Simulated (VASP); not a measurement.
Write the native input for VASP 6.6.1 that does the following.

```
Task                   : single point
Functional             : PBE
Potentials or basis    : VASP PAW PBE potentials, release 64 (Fe)
Cutoff                 : 520 eV
k mesh                 : 12 × 12 × 17
Occupations            : fermi-dirac, width 0.1 eV
Spin                   : no spin polarisation
Dipole correction      : no
Further INCAR settings : ALGO = Normal; EDIFF = 1e-06; NBANDS = 19
```

The structure of Fe lies in POSCAR:

```
Fe
1.0
    3.9096777314      0.0000000000      0.0000000000
   -1.9548388657      3.3858802360      0.0000000000
    0.0000000000      0.0000000000      2.4570284543
Fe
3
Direct
    1.0000000000      0.0000000000      0.0000000000
    0.3333333333      0.6666666667      0.5000000000
    0.6666666667      0.3333333333      0.5000000000
```

This isn't the form of Fe at room conditions, which is bcc.

These files were run (other wordings do the same):

INCAR

```
SYSTEM = Fe
PREC = Accurate ; ENCUT = 520
EDIFF = 1E-6 ; ISMEAR = -1
SIGMA = 0.1 ; LREAL = .FALSE.
LASPH = .TRUE. ; NELM = 80
ALGO = Normal ; ISIF = 2
LWAVE = .FALSE. ; LCHARG = .TRUE.
GGA = PE ; LELF = .TRUE.
LVHAR = .TRUE. ; NBANDS = 19
```

KPOINTS

```
Automatic mesh
0
G
  12 12 17
  0 0 0
```

Potentials or basis: VASP PAW PBE potentials, release 64 (Fe).

The run is started by

```console
$ cat potpaw_PBE.64/Fe/POTCAR > POTCAR
$ mpirun -np 1 vasp_std > vasp.out
```

Results of the run:

```json
{
  "Pressure": "-10.2 GPa",
  "Band gap on the k mesh": "zero (bands 12 and 13 overlap by 1.35 eV)"
}
```

Caveat: the cell stands under tension; the run has no spin polarisation, though such a crystal can be magnetic.

Run time: 47 s on 1 thread of Intel(R) Xeon(R) 6975P-C (Granite Rapids), on a shared host, peak memory 0.21 GiB.
